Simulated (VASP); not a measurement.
# BaTiO3 (P4mm) in VASP: a series of runs

Runs on BaTiO3. Level: r2SCAN. Tasks: single point.

Program: VASP 6.6.1. These are calculated values, not measurements. Logs are shortened: lines on timing, memory, paths and dates and some standing lists are left out, and cuts for length are marked.

## (1) The cell of the first run

The structure is tetragonal, space group P4mm (No. 99). The conventional cell has a = 3.853 Å, b = 3.853 Å, c = 4.112 Å, α = 90.00°, β = 90.00°, γ = 90.00°. Ba (site symmetry 4mm) has 12 O at 2.73 to 2.88 Å and 8 Ti at 3.37 to 3.46 Å within 3.6 Å. Ti (site symmetry 4mm) has 6 O at 1.82 to 2.29 Å within 2.4 Å. O (site symmetry 4mm) has 2 Ti at 1.82 to 2.29 Å within 2.4 Å. Within 2.6 Å of O (site symmetry 2mm) lie 2 Ti at 1.93 Å.

## (2) Single point, r2SCAN (strain -0.030 along x and y, +0.000 along z)

File POSCAR:

```
BaTiO3
1.0
    3.8531472937      0.0000000000      0.0000000000
    0.0000000000      3.8531472937      0.0000000000
    0.0000000000      0.0000000000      4.1123825679
Ba Ti O
1 1 3
Direct
    0.0000000000      0.0000000000      0.9926109041
    0.5000000000      0.5000000000      0.4745255187
    0.5000000000      0.5000000000      0.0315737051
    0.5000000000      0.0000000000      0.5146449361
    0.0000000000      0.5000000000      0.5146449361
```

File INCAR.step1:

```
ALGO = Normal ; EDIFF = 1E-4
ENCUT = 520 ; GGA = PE
ISMEAR = 0 ; LASPH = T
LCHARG = F ; LREAL = F
LWAVE = T ; NBANDS = 28
NELM = 60 ; PREC = Accurate
SIGMA = 0.05
```

File INCAR.step2:

```
ALGO = Normal ; EDIFF = 1E-6
ENCUT = 520 ; ISIF = 2
ISMEAR = 0 ; ISTART = 1
LASPH = T ; LCHARG = F
LMIXTAU = T ; LREAL = F
LWAVE = F ; METAGGA = R2SCAN
NBANDS = 28 ; NELM = 60
PREC = Accurate ; SIGMA = 0.05
```

File KPOINTS:

```
k-points
0
Gamma
  8 8 8
```

Potentials or basis: VASP PAW PBE potentials, release 64 (Ba_sv, Ti_sv, O).

Launch:

```bash
$ cat potpaw_PBE.64/Ba_sv/POTCAR potpaw_PBE.64/Ti_sv/POTCAR potpaw_PBE.64/O/POTCAR > POTCAR
$ cp INCAR.step1 INCAR
$ mpirun -np 1 vasp_std > vasp.out
$ cp INCAR.step2 INCAR
$ mpirun -np 1 vasp_std > vasp.out
```

OUTCAR:

```text
EDIFF = 1E-6
   ENCUT = 520
   ISIF = 2
   ISMEAR = 0
   ISTART = 1
   LASPH = T
   LREAL = F
   METAGGA = R2SCAN
   NELM = 60
   PREC = Accurate

 ion  position               nearest neighbor table
   1  0.000  0.000  0.993-   3 2.73   3 2.73   3 2.73   3 2.73   5 2.75   5 2.75   4 2.75   4 2.75
                             4 2.88   5 2.88   5 2.88   4 2.88   2 3.37   2 3.37   2 3.37   2 3.37
   2  0.500  0.500  0.475-   3 1.82   4 1.93   5 1.93   4 1.93   5 1.93   3 2.29   1 3.37   1 3.37
                             1 3.37   1 3.37   1 3.46   1 3.46   1 3.46   1 3.46
   3  0.500  0.500  0.032-   2 1.82   2 2.29   1 2.73   1 2.73   1 2.73   1 2.73
   4  0.500  0.000  0.515-   2 1.93   2 1.93   1 2.75   1 2.75   1 2.88   1 2.88
   5  0.000  0.500  0.515-   2 1.93   2 1.93   1 2.75   1 2.75   1 2.88   1 2.88

  LATTYP: Found a simple tetragonal cell.
 ALAT       =     3.8531472937
 C/A-ratio  =     1.0672788384

  Lattice vectors:

 A1 = (   3.8531472937,   0.0000000000,   0.0000000000)
 A2 = (   0.0000000000,   3.8531472937,   0.0000000000)
 A3 = (   0.0000000000,   0.0000000000,   4.1123825679)

Analysis of symmetry for initial positions (statically):
=====================================================================
 Subroutine PRICEL returns:
 Original cell was already a primitive cell.

 Routine SETGRP: Setting up the symmetry group for a
 simple tetragonal supercell.

 Subroutine GETGRP returns: Found  8 space group operations
 (whereof  8 operations were pure point group operations)
 out of a pool of 16 trial point group operations.

The static configuration has the point symmetry C_4v.

Analysis of symmetry for dynamics (positions and initial velocities):
=====================================================================
 Subroutine PRICEL returns:
 Original cell was already a primitive cell.

 Routine SETGRP: Setting up the symmetry group for a
 simple tetragonal supercell.

 Subroutine GETGRP returns: Found  8 space group operations
 (whereof  8 operations were pure point group operations)
 out of a pool of 16 trial point group operations.

The dynamic configuration has the point symmetry C_4v.

 Subroutine INISYM returns: Found  8 space group operations
 (whereof  8 operations are pure point group operations),
 and found     1 'primitive' translations

----------------------------------------------------------------------------------------

                                     Primitive cell

  volume of cell :      61.0555

  direct lattice vectors                    reciprocal lattice vectors
     3.853147294  0.000000000  0.000000000     0.259528101  0.000000000  0.000000000
     0.000000000  3.853147294  0.000000000     0.000000000  0.259528101  0.000000000
     0.000000000  0.000000000  4.112382568     0.000000000  0.000000000  0.243168038

  length of vectors
     3.853147294  3.853147294  4.112382568     0.259528101  0.259528101  0.243168038

  position of ions in fractional coordinates (direct lattice)
     0.000000000  0.000000000  0.992610904
     0.500000000  0.500000000  0.474525519
     0.500000000  0.500000000  0.031573705
     0.500000000  0.000000000  0.514644936
     0.000000000  0.500000000  0.514644936

  ion indices of the primitive-cell ions
   primitive index   ion index
                 1           1
                 2           2
                 3           3
                 4           4
                 5           5

----------------------------------------------------------------------------------------

 KPOINTS: k-points

Automatic generation of k-mesh.
 Grid dimensions read from file:
 generate k-points for:    8    8    8

 Generating k-lattice:

  Cartesian coordinates                     Fractional coordinates (reciprocal lattice)
     0.032441013  0.000000000  0.000000000     0.125000000  0.000000000  0.000000000
     0.000000000  0.032441013  0.000000000     0.000000000  0.125000000  0.000000000
     0.000000000  0.000000000  0.030396005     0.000000000  0.000000000  0.125000000

  Length of vectors
     0.032441013  0.032441013  0.030396005

  Shift w.r.t. Gamma in fractional coordinates (k-lattice)
     0.000000000  0.000000000  0.000000000

 Subroutine IBZKPT returns following result:
 ===========================================

 Found     75 irreducible k-points:

 Following reciprocal coordinates:
            Coordinates               Weight
  0.000000  0.000000  0.000000      1.000000
  0.125000  0.000000  0.000000      4.000000
  0.250000  0.000000  0.000000      4.000000
  0.375000  0.000000  0.000000      4.000000
  0.500000  0.000000  0.000000      2.000000
  0.125000  0.125000  0.000000      4.000000
[... 16 lines left out ...]
  0.375000  0.125000  0.125000     16.000000
  0.500000  0.125000  0.125000      8.000000
 [... further k-points ...]
   k-points           NKPTS =     75   k-points in BZ     NKDIM =     75   number of bands    NBANDS=     28
   number of dos      NEDOS =    301   number of ions     NIONS =      5
   total plane-waves  NPLWV =  28800
   dimension x,y,z NGX =    30 NGY =   30 NGZ =   32
   dimension x,y,z NGXF=    60 NGYF=   60 NGZF=   64
   ions per type =               1   1   3
   NGX,Y,Z   is equivalent  to a cutoff of  12.94, 12.94, 12.94 a.u.
   NGXF,Y,Z  is equivalent  to a cutoff of  25.89, 25.89, 25.87 a.u.
 SYSTEM =  unknown system
   PREC   = accura    normal or accurate (medium, high low for compatibility)
   ISTART =      1    job   : 0-new  1-cont  2-samecut
   ICHARG =      0    charge: 1-file 2-atom 10-const
   ISPIN  =      1    spin polarized calculation?
   LNONCOLLINEAR =      F non collinear calculations
   LSORBIT =      F    spin-orbit coupling
   LASPH  =      T    aspherical Exc in radial PAW
   ENCUT  =  520.0 eV  38.22 Ry    6.18 a.u.   7.16  7.16  7.65*2*pi/ulx,y,z
   NELM   =     60;   NELMIN=  2; NELMDL=  0     # of ELM steps
   EDIFF  = 0.1E-05   stopping-criterion for ELM
   LREAL  =      F    real-space projection
   EDIFFG = 0.1E-04   stopping-criterion for IOM
   NSW    =      0    number of steps for IOM
   IBRION =     -1    ionic relax: 0-MD 1-quasi-New 2-CG
   NFREE  =      0    steps in history (QN), initial steepest desc. (CG)
   ISIF   =      2    stress and relaxation
   ISYM   =      2    0-nonsym 1-usesym 2-fastsym
   POTIM  = 0.5000    time-step for ionic-motion
   TEBEG  =    0.0;   TEEND  =   0.0 temperature during run
   PSTRESS=    0.0 pullay stress
   NELECT =      40.0000    total number of electrons
   NUPDOWN=      -1.0000    fix difference up-down
   EMIN   =  10.00;   EMAX   =-10.00  energy-range for DOS
   EFERMI =   0.00;   METHOD = LEGACY
   ISMEAR =     0;   SIGMA  =   0.05  broadening in eV -4-tet -1-fermi 0-gaus
   EFERMI_NEDOS =   21; number of points for ismear=-14 and -15
   IALGO  =     38    algorithm
   IMIX   =      4    mixing-type and parameters
     AMIX     =   0.40;   BMIX     =  1.00
     AMIX_MAG =   1.60;   BMIX_MAG =  1.00
  volume/ion in A,a.u.               =      12.21        82.40
  Fermi-wavevector in a.u.,A,eV,Ry     =   1.421848  2.686904 27.506252  2.021652
  Thomas-Fermi vector in A             =   2.542615
   LORBIT       =      0    0 simple, 1 ext, 2 COOP (PROOUT), +10 PAW based schemes
   METAGGA = R2SCAN    functional components
   LHFCALC =     F    Hartree Fock is set to
   AEXX    =    0.0000 exact exchange contribution
   IVDW    =     0    specifies the selected vdW correction
   LEPSILON=     F    determine dielectric tensor
   LRPA    =     F    only Hartree local field effects (RPA)
 non-spin polarized calculation
 Gauss-broadening in eV      SIGMA  =   0.05
  energy-cutoff  :      520.00
  volume of cell :       61.06
 maximum number of plane-waves:      1668
 NGX is ok and might be reduce to    30
   NGX = 15   NGY = 15   NGZ = 15

 number of electron      40.0000025 magnetization

 Free energy of the ion-electron system (eV)
  ---------------------------------------------------
  ext. energy  EPLUGINS =         0.00000000
  ---------------------------------------------------
  free energy    TOTEN  =       -74.03355942 eV

  energy without entropy =      -74.03355942  energy(sigma->0) =      -74.03355942

 E-fermi :   4.3500     XC(G=0): -12.1802

 val. band max:        4.1375540607   @ k =   0.5000   0.5000   0.5000
 cond. band min:       6.4789045179   @ k =   0.0000   0.0000   0.0000
 fundamental gap:      2.3413504573
 Fermi energy:         4.3499649647

 k-point     1 :       0.0000    0.0000    0.0000
  band No.  band energies     occupation
      1     -54.4317      2.00000
      2     -29.7270      2.00000
      3     -29.6367      2.00000
      4     -29.6367      2.00000
      5     -21.5124      2.00000
      6     -14.0708      2.00000
[... 20 lines left out ...]
     27       9.9620      0.00000
     28      12.7558      0.00000

 k-point     2 :       0.1250    0.0000    0.0000
  band No.  band energies     occupation
      1     -54.4314      2.00000
      2     -29.7264      2.00000
      3     -29.6511      2.00000
      4     -29.6362      2.00000
      5     -21.4848      2.00000
      6     -14.0654      2.00000
[... 20 lines left out ...]
     27      10.3029      0.00000
     28      13.1417      0.00000

 k-point     3 :       0.2500    0.0000    0.0000
  band No.  band energies     occupation
      1     -54.4307      2.00000
      2     -29.7251      2.00000
      3     -29.6857      2.00000
      4     -29.6350      2.00000
      5     -21.4167      2.00000
      6     -14.1410      2.00000
[... 20 lines left out ...]
     27      11.1492      0.00000
     28      13.1378      0.00000

 k-point     4 :       0.3750    0.0000    0.0000
  band No.  band energies     occupation
      1     -54.4299      2.00000
      2     -29.7241      2.00000
      3     -29.7195      2.00000
      4     -29.6338      2.00000
      5     -21.3465      2.00000
      6     -14.2856      2.00000
[... 578 lines left out ...]
     27      11.5371      0.00000
     28      13.3122      0.00000

 k-point    23 :       0.3750    0.1250    0.1250
  band No.  band energies     occupation
      1     -54.4295      2.00000
      2     -29.7297      2.00000
      3     -29.7185      2.00000
      4     -29.6476      2.00000
      5     -21.3177      2.00000
      6     -14.1482      2.00000
[... 20 lines left out ...]
     27      12.4769      0.00000
     28      13.4621      0.00000

 k-point    24 :       0.5000    0.1250    0.1250
  band No.  band energies     occupation
      1     -54.4292      2.00000
      2     -29.7327      2.00000
      3     -29.7289      2.00000
      4     -29.6471      2.00000
      5     -21.2909      2.00000
      6     -14.1995      2.00000
[... 20 lines left out ...]
     27      12.8927      0.00000
     28      13.6387      0.00000

 [... further k-points ...]

------------------------ aborting loop because EDIFF is reached ----------------------------------------

  FORCE on cell =-STRESS in cart. coord.  units (eV):
  Direction    XX          YY          ZZ          XY          YZ          ZX
  --------------------------------------------------------------------------------------
  -------------------------------------------------------------------------------------
  Total        6.6967549      6.6967549      3.6657283      0.0000000     -0.0000000      0.0000000
  in kB      175.7317578    175.7317578     96.1935874      0.0000000     -0.0000000      0.0000000
  external PRESSURE =     149.2190344 kB  Pullay stress =       0.0000000 kB

 VOLUME and BASIS-vectors are now :
 -----------------------------------------------------------------------------
  energy-cutoff  :      520.00
  volume of cell :       61.06
      direct lattice vectors                 reciprocal lattice vectors
     3.853147294  0.000000000  0.000000000     0.259528101  0.000000000  0.000000000
     0.000000000  3.853147294  0.000000000     0.000000000  0.259528101  0.000000000
     0.000000000  0.000000000  4.112382568     0.000000000  0.000000000  0.243168038

 POSITION                                       TOTAL-FORCE (eV/Angst)
 -----------------------------------------------------------------------------------
      0.00000      0.00000      4.08200         0.000000      0.000000      0.052544
      1.92657      1.92657      1.95143         0.000000     -0.000000      0.207040
      1.92657      1.92657      0.12984         0.000000      0.000000     -0.399831
      1.92657      0.00000      2.11642         0.000000      0.000000      0.070123
      0.00000      1.92657      2.11642         0.000000      0.000000      0.070123
 -----------------------------------------------------------------------------------
    total drift:                                0.000000      0.000000     -0.011723

  FREE ENERGIE OF THE ION-ELECTRON SYSTEM (eV)
  ---------------------------------------------------
  free  energy   TOTEN  =       -74.0335594227 eV

  energy  without entropy=      -74.0335594227  energy(sigma->0) =      -74.03355942
```

Wall time 3.6 min (1 thread of Intel Xeon 6975P-C (Granite Rapids), shared host); peak memory 0.27 GiB.

Results:

```yaml
Free_energy: -74.0336 eV
Pressure: 14.9 GPa
Largest_force: 0.400 eV/Å
Band_gap_on_the_k_mesh: 2.34 eV (least direct gap 2.88 eV)
```

Forces in eV/Å, atoms in the order of the input:
```
Ba   0.000  0.000  0.053
Ti   0.000  0.000  0.207
O    0.000  0.000 -0.400
O    0.000  0.000  0.070
O    0.000  0.000  0.070
```

Levels at points of the mesh, in eV from the valence-band top:
```tsv
k point	band 18	band 19	band 20	band 21	band 22	band 23
(0.00, 0.00, 0.00)	-0.80	-0.54	-0.54	2.34	2.80	2.80
(0.50, 0.00, 0.00)	-1.91	-1.51	-1.29	2.94	4.28	4.34
(0.50, 0.50, 0.00)	-0.97	-0.97	-0.06	4.38	4.38	4.84
(0.00, 0.00, 0.50)	-2.04	-0.78	-0.78	2.48	4.03	4.03
(0.50, 0.00, 0.50)	-1.24	-1.17	-0.56	4.05	4.32	4.52
(0.50, 0.50, 0.50)	-0.44	-0.44	0.00	4.81	4.81	5.05
```

Caveat: the cell differs from its parent crystal (strain -0.030 along x and y, +0.000 along z); the stress differs along the axes, from 10 to 18 GPa; the PAW data sets were made with another functional, which shifts forces and pressure a little; spin-orbit coupling is left out, which moves the levels of the heavy elements. A k mesh can miss the band edges.

## (3) Single point, r2SCAN (strain -0.015 along x and y, -0.030 along z)

Edit POSCAR of step 2 so:

```diff
@@ -2,5 +2,5 @@
 1.0
-    3.8531472937      0.0000000000      0.0000000000
-    0.0000000000      3.8531472937      0.0000000000
-    0.0000000000      0.0000000000      4.1123825679
+    3.9127320456      0.0000000000      0.0000000000
+    0.0000000000      3.9127320456      0.0000000000
+    0.0000000000      0.0000000000      3.9890110909
 Ba Ti O
```

File INCAR.step1:

```
PREC = Accurate ; ENCUT = 520
ISMEAR = 0 ; SIGMA = 0.05
LREAL = F ; LASPH = T
NELM = 60 ; NBANDS = 28
GGA = PE ; ALGO = Normal
EDIFF = 1E-4 ; LWAVE = T
LCHARG = F
```

File INCAR.step2:

```
PREC = Accurate ; ENCUT = 520
EDIFF = 1E-7 ; ISMEAR = 0
SIGMA = 0.05 ; LREAL = F
LASPH = T ; NELM = 60
ALGO = Normal ; ISIF = 2
LWAVE = F ; LCHARG = F
METAGGA = R2SCAN ; LMIXTAU = T
NBANDS = 28 ; ISTART = 1
```

File KPOINTS:

```
Automatic mesh
0
Gamma
  8 8 8
```

Potentials or basis: VASP PAW PBE potentials, release 64 (Ba_sv, Ti_sv, O).

Launch:

```bash
$ cat potpaw_PBE.64/Ba_sv/POTCAR potpaw_PBE.64/Ti_sv/POTCAR potpaw_PBE.64/O/POTCAR > POTCAR
$ cp INCAR.step1 INCAR
$ mpirun -np 1 vasp_std > vasp.out
$ cp INCAR.step2 INCAR
$ mpirun -np 1 vasp_std > vasp.out
```

Wall time 3.9 min (1 thread of Intel Xeon 6975P-C (Granite Rapids), shared host); peak memory 0.26 GiB.

The run converged. Its results:

| Quantity | Value |
| --- | --- |
| Free energy | -74.0580 eV |
| Pressure | 14.5 GPa |
| Largest force | 1.282 eV/Å |
| Band gap on the k mesh | 2.36 eV (least direct gap 2.81 eV) |

Forces on the atoms (eV/Å):
```
Ba   0.000  0.000  0.120
Ti   0.000  0.000  1.129
O    0.000  0.000 -1.282
O    0.000  0.000  0.016
O    0.000  0.000  0.016
```

Stress tensor (GPa, compression positive):
```
13.18  0.00  0.00
 0.00 13.18  0.00
 0.00  0.00 17.27
```

Levels at points of the mesh, in eV from the valence-band top:
```tsv
k point	band 17	band 18	band 19	band 20	band 21	band 22	band 23	band 24
(0.00, 0.00, 0.00)	-1.37	-0.64	-0.45	-0.45	2.36	2.92	2.92	4.81
(0.50, 0.00, 0.00)	-1.96	-1.72	-1.39	-1.21	3.03	4.21	4.32	4.98
(0.50, 0.50, 0.00)	-1.95	-1.16	-1.16	-0.09	4.36	4.36	4.73	5.39
(0.00, 0.00, 0.50)	-2.20	-2.05	-0.75	-0.75	2.53	4.36	4.36	4.80
(0.50, 0.00, 0.50)	-1.82	-1.00	-0.95	-0.40	4.26	4.37	4.67	5.78
(0.50, 0.50, 0.50)	-2.52	-0.31	-0.31	0.00	4.97	4.97	4.98	7.20
```

Caveat: the cell differs from its parent crystal (strain -0.015 along x and y, -0.030 along z); the cell stands under pressure; the PAW data sets were made with another functional, which shifts forces and pressure a little; spin-orbit coupling is left out, which moves the levels of the heavy elements. A k mesh can miss the band edges.

(Part 1 of 2 ends here.)
